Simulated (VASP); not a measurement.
Set up this calculation in VASP 6.6.1, as the native input.

```
Task                   : single point
Functional             : PBE
Potentials or basis    : VASP PAW PBE potentials, release 64 (Fe, B)
Cutoff                 : 520 eV
k mesh                 : 22 × 22 × 22
Occupations            : gaussian, width 0.1 eV
Spin                   : no spin polarisation
Dipole correction      : no
Further INCAR settings : ALGO = Normal; EDIFF = 1e-07; NBANDS = 16
```

The structure of FeB3 lies in POSCAR:

```
FeB3
1.0
   -1.4610009055      1.4610009055      3.1642851380
    1.4610009055     -1.4610009055      3.1642851380
    1.4610009055      1.4610009055     -3.1642851380
Fe B
1 3
Direct
    0.0000000000      0.0000000000      0.0000000000
    0.5000000000      0.5000000000      0.0000000000
    0.2500000000      0.7500000000      0.5000000000
    0.7500000000      0.2500000000      0.5000000000
```

One way to write it, as run:

INCAR

```
SYSTEM = FeB3
ALGO = Normal
EDIFF = 1E-7
ENCUT = 520
GGA = PE
ISIF = 2
ISMEAR = 0
LASPH = .TRUE.
LCHARG = .FALSE.
LREAL = .FALSE.
LWAVE = .FALSE.
NBANDS = 16
NELM = 80
PREC = Accurate
SIGMA = 0.1
```

KPOINTS

```
k-points
0
G
  22 22 22
  0 0 0
```

Potentials or basis: VASP PAW PBE potentials, release 64 (Fe, B).

Run with:

```console
$ cat potpaw_PBE.64/Fe/POTCAR potpaw_PBE.64/B/POTCAR > POTCAR
$ mpirun -np 1 vasp_std > vasp.out
```

It gave:

The pressure is 0.7 GPa. The band gap on the k mesh is zero (an odd number of electrons rules out a gap without spin polarisation).

Caveat: the run has no spin polarisation, though such a crystal can be magnetic.

Run time: 11 min on 1 thread of Intel Xeon 8259CL, on a shared host, peak memory 0.46 GiB.
